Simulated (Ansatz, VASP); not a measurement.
# Gd: VASP and Ansatz over several settings

```
Gd
1.0
    -2.02500    2.02500    2.02500
     2.02500   -2.02500    2.02500
     2.02500    2.02500   -2.02500
Gd
1
Direct
  0.00000 0.00000 0.00000
```

Single points on this cell with VASP 6.6.1 and Ansatz 0.2.0. Each row is one pair of runs. Alike in all rows: smearing: fermi-dirac, width 0.05 eV; VASP's potentials, cutoff: VASP PAW PBE potentials, release 64 (Gd), 520 eV; Ansatz's potentials, cutoff: Ansatz PAW, 420 eV.

| level | spin | k mesh | pressure (GPa), VASP | pressure (GPa), Ansatz | net moment per atom (μB), VASP | net moment per atom (μB), Ansatz |
| --- | --- | --- | --- | --- | --- | --- |
| PBE | collinear, typed start | 9 × 9 × 9 | 0.0 | -0.1 | 7.60 | 7.60 |
| PBEsol | collinear, zero start | 8 × 8 × 8 | -4.7 | ? | 0.00 | ? |
| PBEsol | collinear, typed start | 8 × 8 × 8 | -1.2 | 0.1 | 1.80 | 1.80 |

Fill in what Ansatz gave in row 2.

pressure (GPa): -4.6; net moment per atom (μB): 0.00.

In some rows the two programs ended in different magnetic states.

Spin-orbit coupling is off throughout.
